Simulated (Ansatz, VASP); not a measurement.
**Two plane-wave programs on TaN**

Contents of INCAR:

```
  PREC = Accurate
  ENCUT = 600
  EDIFF = 1E-7
  ISMEAR = 0
  SIGMA = 0.1
  LREAL = False
  LASPH = True
  NELM = 60
  ALGO = Normal
  ISIF = 3
  LWAVE = False
  LCHARG = False
  GGA = PE
  IBRION = 2
  NSW = 90
  EDIFFG = -0.04
```

Contents of KPOINTS:

```
Automatic mesh
0
Gamma
  6 6 4
```

POSCAR

```
TaN
1.0
    2.5219209500      0.0000000000      0.0000000000
   -1.2609604700      2.1840476100      0.0000000000
    0.0000000000      0.0000000000      5.1168896400
Ta N
1 1
Direct
    0.3333333300      0.6666666700      0.8709125200
    0.6666666700      0.3333333300      0.5868791800
```

Input for Ansatz:

```yaml
crystal:
  lattice:
    - [2.52192095, 0.0, 0.0]
    - [-1.26096047, 2.18404761, 0.0]
    - [0.0, 0.0, 5.11688964]
  atoms:
    - { symbol: Ta, position: [0.33333333, 0.66666667, 0.87091252] }
    - { symbol: "N", position: [0.66666667, 0.33333333, 0.58687918] }
basis:
  ecutwfc: 420
kpoints:
  mp_grid: { grid: [6, 6, 4] }
hamiltonian:
  xc: pbe
scf:
  occupations: { method: gaussian, width: 0.1 }
  lower_state_search: "off"
output:
  forces: true
  stress: true
  eigenvalues: true
relax:
  adjacent_minimum: "off"
  f_tol: 0.04
  max_steps: 70
  cell: { stress_tol: 0.4 }
```

Alike in both runs: task relaxation of cell and atoms; functional PBE; k mesh 6 × 6 × 4; occupations gaussian, width 0.1 eV; no spin polarisation.

|  | VASP | Ansatz |
| --- | --- | --- |
| version | VASP 6.6.1 | Ansatz 0.2.0 |
| potentials or method | VASP PAW PBE potentials, release 64 (Ta_pv, N), cutoff 600 eV | scalar-relativistic, plane waves, PAW |
| valence electrons in the cell | 16 | 18 |

VASP gave:

* relaxed volume (Å³/atom): 16.00
* relaxed cell length with the largest relative difference (Å): 3.409

Problem. Which values does Ansatz return?

Solution. Relaxed volume (Å³/atom): 20.68; relaxed cell length with the largest relative difference (Å): 4.829.

One of these differences is far larger than is usual between the two programs; its cause wasn't traced. VASP's potentials hold 16 valence electrons a cell and Ansatz's 18, so a difference there can come from the potentials and not from the codes.

The k mesh is coarse, so the values compare programs but aren't converged. Spin-orbit coupling is off throughout.
